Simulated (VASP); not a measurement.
Here is a VASP 6.6.1 calculation.

POSCAR

```
TiO2
1.0
    4.5243754496      0.0000000000      0.0000000000
    0.0000000000      4.5243754496      0.0000000000
    0.0000000000      0.0000000000      2.9309898249
Ti O
2 4
Direct
    0.0000000000      0.0000000000      0.0000000000
    0.5000000000      0.5000000000      0.5000000000
    0.3033968041      0.3033968041      0.0000000000
    0.1966031959      0.8033968041      0.5000000000
    0.6966031959      0.6966031959      0.0000000000
    0.8033968041      0.1966031959      0.5000000000
```

INCAR.step1

```
SYSTEM = TiO2
PREC = Accurate
ENCUT = 520
ISMEAR = 0
SIGMA = 0.01
LREAL = .FALSE.
LASPH = .TRUE.
NELM = 100
NBANDS = 33
GGA = PE
ALGO = Normal
EDIFF = 1E-4
LWAVE = .TRUE.
LCHARG = .FALSE.
```

INCAR.step2

```
SYSTEM = TiO2
PREC = Accurate
ENCUT = 520
EDIFF = 1E-7
ISMEAR = 0
SIGMA = 0.01
LREAL = .FALSE.
LASPH = .TRUE.
NELM = 100
ALGO = Normal
ISIF = 2
LWAVE = .FALSE.
LCHARG = .TRUE.
METAGGA = R2SCAN
LMIXTAU = .TRUE.
LELF = .TRUE.
LVHAR = .TRUE.
NBANDS = 33
ISTART = 1
```

Contents of KPOINTS:

```
regular mesh
0
G
  4 4 6
  0 0 0
```

Potentials or basis: VASP PAW PBE potentials, release 64 (Ti_sv, O).

Command:

```console
$ cat potpaw_PBE.64/Ti_sv/POTCAR potpaw_PBE.64/O/POTCAR > POTCAR
$ cp INCAR.step1 INCAR
$ mpirun -np 1 vasp_std > vasp.out
$ cp INCAR.step2 INCAR
$ mpirun -np 1 vasp_std > vasp.out
```

(1) Predict the largest force.

(2) What does it give for the pressure?

(3) Estimate the band gap on the k mesh.

## Answers

(1) 0.028 eV/Å.

(2) 11.4 GPa.

(3) 2.28 eV.

Caveat: the cell stands under pressure; the PAW data sets were made with another functional, which shifts forces and pressure a little.
